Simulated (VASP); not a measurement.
# CdSe4 (I4/m) in VASP: relaxation of cell and atoms with PBE

Aim: the relaxation of cell and atoms of CdSe4 with PBE.

Everything below comes from runs of VASP 6.6.1. Logs are shortened: lines on timing, memory, paths and dates and some standing lists are left out, and cuts for length are marked.

## (1) The cell of the first run

The structure is tetragonal, space group I4/m (No. 87). The conventional cell has a = 8.079 Å, b = 8.079 Å, c = 4.687 Å, α = 90.00°, β = 90.00°, γ = 90.00°. Cd (site symmetry 4/m) has 4 Se at 2.73 Å within 3.6 Å. Se (site symmetry m) has 2 Se at 2.52 Å and 1 Cd at 2.73 Å within 3.3 Å.

## (2) Relaxation of cell and atoms, PBE

Contents of INCAR:

```
ALGO = Normal
EDIFF = 1E-6
EDIFFG = -0.01
ENCUT = 600
GGA = PE
IBRION = 2
ISIF = 3
ISMEAR = 0
LASPH = True
LCHARG = False
LREAL = False
LWAVE = False
NELM = 80
NSW = 100
PREC = Accurate
SIGMA = 0.1
```

Contents of KPOINTS:

```
k-points
0
Gamma
  8 8 8
```

Contents of POSCAR:

```
CdSe4
1.0
   -4.0394564323      4.0394564323      2.3436536048
    4.0394564323     -4.0394564323      2.3436536048
    4.0394564323      4.0394564323     -2.3436536048
Cd Se
1 4
Direct
    0.0000000000      0.0000000000      0.0000000000
    0.2734555873      0.1985085714      0.4719641587
    0.7265444127      0.8014914286      0.5280358413
    0.8014914286      0.2734555873      0.0749470159
    0.1985085714      0.7265444127      0.9250529841
```

Potentials or basis: VASP PAW PBE potentials, release 64 (Cd, Se).

Started as:

```sh
cat potpaw_PBE.64/Cd/POTCAR potpaw_PBE.64/Se/POTCAR > POTCAR
mpirun -np 1 vasp_std > vasp.out
```

OUTCAR:

```text
EDIFF = 1E-6
   EDIFFG = -0.01
   ENCUT = 600
   GGA = PE
   IBRION = 2
   ISIF = 3
   ISMEAR = 0
   LASPH = True
   LREAL = False
   NELM = 80
   NSW = 100
   PREC = Accurate

 ion  position               nearest neighbor table
   1  0.000  0.000  0.000-   2 2.73   3 2.73   4 2.73   5 2.73
   2  0.273  0.199  0.472-   3 2.52   3 2.52   1 2.73
   3  0.727  0.801  0.528-   2 2.52   2 2.52   1 2.73
   4  0.801  0.273  0.075-   5 2.52   5 2.52   1 2.73
   5  0.199  0.727  0.925-   4 2.52   4 2.52   1 2.73

  LATTYP: Found a body centered tetragonal cell.
 ALAT       =     8.0789128646
 C/A-ratio  =     0.5801903410

  Lattice vectors:

 A1 = (  -4.0394564323,   4.0394564323,   2.3436536048)
 A2 = (   4.0394564323,  -4.0394564323,   2.3436536048)
 A3 = (   4.0394564323,   4.0394564323,  -2.3436536048)

Analysis of symmetry for initial positions (statically):
=====================================================================
 Subroutine PRICEL returns:
 Original cell was already a primitive cell.

 Routine SETGRP: Setting up the symmetry group for a
 body centered tetragonal supercell.

 Subroutine GETGRP returns: Found  8 space group operations
 (whereof  8 operations were pure point group operations)
 out of a pool of 16 trial point group operations.

The static configuration has the point symmetry C_4h.

Analysis of symmetry for dynamics (positions and initial velocities):
=====================================================================
 Subroutine PRICEL returns:
 Original cell was already a primitive cell.

 Routine SETGRP: Setting up the symmetry group for a
 body centered tetragonal supercell.

 Subroutine GETGRP returns: Found  8 space group operations
 (whereof  8 operations were pure point group operations)
 out of a pool of 16 trial point group operations.

The dynamic configuration has the point symmetry C_4h.

 Subroutine INISYM returns: Found  8 space group operations
 (whereof  8 operations are pure point group operations),
 and found     1 'primitive' translations

----------------------------------------------------------------------------------------

                                     Primitive cell

  volume of cell :     152.9675

  direct lattice vectors                    reciprocal lattice vectors
    -4.039456432  4.039456432  2.343653605     0.000000000  0.123779030  0.213342108
[... 108 lines left out ...]
   EFERMI_NEDOS =   21; number of points for ismear=-14 and -15
   IALGO  =     38    algorithm
   IMIX   =      4    mixing-type and parameters
     AMIX     =   0.40;   BMIX     =  1.00
     AMIX_MAG =   1.60;   BMIX_MAG =  1.00
  volume/ion in A,a.u.               =      30.59       206.46
  Fermi-wavevector in a.u.,A,eV,Ry     =   1.010747  1.910035 13.899848  1.021610
  Thomas-Fermi vector in A             =   2.143755
   LORBIT       =      0    0 simple, 1 ext, 2 COOP (PROOUT), +10 PAW based schemes
   GGA     = PE    functional components
   LHFCALC =     F    Hartree Fock is set to
   AEXX    =    0.0000 exact exchange contribution
   IVDW    =     0    specifies the selected vdW correction
   LEPSILON=     F    determine dielectric tensor
   LRPA    =     F    only Hartree local field effects (RPA)
 conjugate gradient relaxation of ions
 non-spin polarized calculation
 Gauss-broadening in eV      SIGMA  =   0.10
  energy-cutoff  :      600.00
  volume of cell :      152.97
 maximum number of plane-waves:      5149
 NGX is ok and might be reduce to    50
   NGX = 25   NGY = 25   NGZ = 25

--------------------------------------- Ionic step        1  -------------------------------------------

 number of electron      35.9999996 magnetization

 Free energy of the ion-electron system (eV)
  ---------------------------------------------------
  ext. energy  EPLUGINS =         0.00000000
  ---------------------------------------------------
  free energy    TOTEN  =       -14.55466213 eV

  energy without entropy =      -14.54697810  energy(sigma->0) =      -14.55082012

------------------------ aborting loop because EDIFF is reached ----------------------------------------

  FORCE on cell =-STRESS in cart. coord.  units (eV):
  Direction    XX          YY          ZZ          XY          YZ          ZX
  --------------------------------------------------------------------------------------
  -------------------------------------------------------------------------------------
  Total        1.6160454      1.6160454     -1.6988781      0.0000011      0.0000000      0.0000000
  in kB       16.9264102     16.9264102    -17.7939975      0.0000119      0.0000000      0.0000000
  external PRESSURE =       5.3529410 kB  Pullay stress =       0.0000000 kB
[... 98 lines left out ...]
  FREE ENERGIE OF THE ION-ELECTRON SYSTEM (eV)
  ---------------------------------------------------
  free  energy   TOTEN  =       -14.7682506742 eV

  energy  without entropy=      -14.7601130642  energy(sigma->0) =      -14.76418187

[... ionic steps 4 to 8 ...]

--------------------------------------- Ionic step        9  -------------------------------------------

 number of electron      36.0000003 magnetization

------------------------ aborting loop because EDIFF is reached ----------------------------------------
[... 73 lines left out ...]
--------------------------------------- Ionic step       11  -------------------------------------------

 number of electron      36.0000004 magnetization

 Free energy of the ion-electron system (eV)
  ---------------------------------------------------
  ext. energy  EPLUGINS =         0.00000000
  ---------------------------------------------------
  free energy    TOTEN  =       -14.78909026 eV

  energy without entropy =      -14.77800368  energy(sigma->0) =      -14.78354697

 E-fermi :   1.3902     XC(G=0):  -8.4041

 val. band max:        1.3783386638   @ k =  -0.3750   0.3750   0.2500
 cond. band min:       1.3936699547   @ k =  -0.3750   0.3750  -0.2500
 fundamental gap:      0.0153312909
 Fermi energy:         1.3902035010

 k-point     1 :       0.0000    0.0000    0.0000
  band No.  band energies     occupation
      1     -13.1502      2.00000
      2     -12.7270      2.00000
      3      -8.9846      2.00000
      4      -8.9846      2.00000
      5      -7.0649      2.00000
      6      -6.9839      2.00000
[... 589 lines left out ...]
     21       4.0001      0.00000
     22       4.2493      0.00000

 [... further k-points ...]
[... 5 lines left out ...]
  --------------------------------------------------------------------------------------
  -------------------------------------------------------------------------------------
  Total       -0.0144117     -0.0144117      0.0313622      0.0000003      0.0000000      0.0000000
  in kB       -0.1512392     -0.1512392      0.3291214      0.0000032      0.0000000      0.0000000
  external PRESSURE =       0.0088810 kB  Pullay stress =       0.0000000 kB
[... 20 lines left out ...]
  FREE ENERGIE OF THE ION-ELECTRON SYSTEM (eV)
  ---------------------------------------------------
  free  energy   TOTEN  =       -14.7890902625 eV

  energy  without entropy=      -14.7780036806  energy(sigma->0) =      -14.78354697

 reached required accuracy - stopping structural energy minimisation
```

OSZICAR:

```text
N       E                     dE             d eps       ncg     rms          rms(c)
DAV:   1     0.244400913558E+03    0.24440E+03   -0.17038E+04  3432   0.156E+03
DAV:   2     0.448063908515E+01   -0.23992E+03   -0.23369E+03  4160   0.296E+02
[... 90 lines left out ...]
  10 F= -.14789045E+02 E0= -.14783590E+02  d E =-.152356E-03
       N       E                     dE             d eps       ncg     rms          rms(c)
DAV:   1    -0.147893614335E+02   -0.31590E-03   -0.11728E-02  3618   0.791E-01    0.125E-01
DAV:   2    -0.147891382218E+02    0.22321E-03   -0.70868E-04  4050   0.271E-01    0.432E-02
DAV:   3    -0.147890976529E+02    0.40569E-04   -0.80643E-05  3846   0.614E-02    0.295E-02
DAV:   4    -0.147890901856E+02    0.74674E-05   -0.19646E-05  4106   0.293E-02    0.555E-03
DAV:   5    -0.147890902625E+02   -0.76922E-07   -0.21699E-06  2992   0.144E-02
  11 F= -.14789090E+02 E0= -.14783547E+02  d E =-.450278E-04
```

Wall time 37 min (1 thread of Intel Xeon 6975P-C (Granite Rapids), shared host); peak memory 0.58 GiB.

Results:

| Property | Result |
| --- | --- |
| Free energy | -14.7891 eV |
| Relaxed volume | 30.53 Å³/atom |
| Relaxed cell | a = 6.241 Å, b = 6.241 Å, c = 6.241 Å, α = 97.49°, β = 97.49°, γ = 137.66° |
| Space group after relaxing (to 0.05 Å) | I4/m (No. 87) |
| Energy gained by relaxing | 46.9 meV/atom |
| Ionic steps | 11 |
| Pressure after relaxing | 0.0 GPa |
| Largest force after relaxing | 0.007 eV/Å |
| Band gap on the k mesh | zero (band 18 reaches 3.67 eV, above the bottom of band 19 at 1.02 eV) |

Forces in eV/Å, atoms in the order of the input:
```
Cd   0.000  0.000  0.000
Se  -0.007  0.003  0.000
Se   0.007 -0.003  0.000
Se   0.003  0.007  0.000
Se  -0.003 -0.007  0.000
```

The path:
```tsv
step	energy change (eV)	largest force (eV/Å)	pressure (GPa)	volume (Å³)
1	0.0000	0.9459	0.54	152.97
2	-0.1797	0.4187	-0.35	155.19
3	-0.2136	0.2053	-0.79	156.40
4	-0.2155	0.1879	-0.89	156.71
5	-0.2308	0.1297	0.25	152.49
6	-0.2310	0.1296	0.14	152.88
7	-0.2342	0.0238	0.03	152.52
8	-0.2342	0.0248	0.04	152.56
9	-0.2344	0.0091	-0.03	152.76
10	-0.2344	0.0048	-0.05	152.82
11	-0.2344	0.0074	0.00	152.67
```

Final structure:
```yaml
crystal:
  lattice:
    - [-4.11512, 4.11512, 2.25390]
    - [4.11512, -4.11512, 2.25390]
    - [4.11512, 4.11512, -2.25390]
  atoms:
    - { symbol: Cd, position: [0.00000, 0.00000, 0.00000] }
    - { symbol: Se, position: [0.27829, 0.18771, 0.46599] }
    - { symbol: Se, position: [0.72171, 0.81229, 0.53401] }
    - { symbol: Se, position: [0.81229, 0.27829, 0.09058] }
    - { symbol: Se, position: [0.18771, 0.72171, 0.90942] }
```

Levels at points of the mesh, in eV from the Fermi level:
| k point | band 15 | band 16 | band 17 | band 18 | band 19 | band 20 | band 21 | band 22 |
| --- | --- | --- | --- | --- | --- | --- | --- | --- |
| (0.00, 0.00, 0.00) | -1.34 | -1.34 | -1.16 | -1.07 | 0.52 | 1.51 | 2.07 | 2.51 |
| (0.50, 0.00, 0.00) | -2.42 | -1.88 | -1.03 | 1.91 | 2.14 | 2.28 | 2.48 | 2.62 |
| (0.50, 0.50, 0.00) | -1.85 | -0.70 | -0.60 | -0.42 | -0.23 | 2.27 | 2.55 | 2.67 |
| (0.50, 0.50, 0.50) | -1.25 | -1.25 | -0.80 | -0.24 | -0.24 | 2.66 | 2.70 | 2.70 |
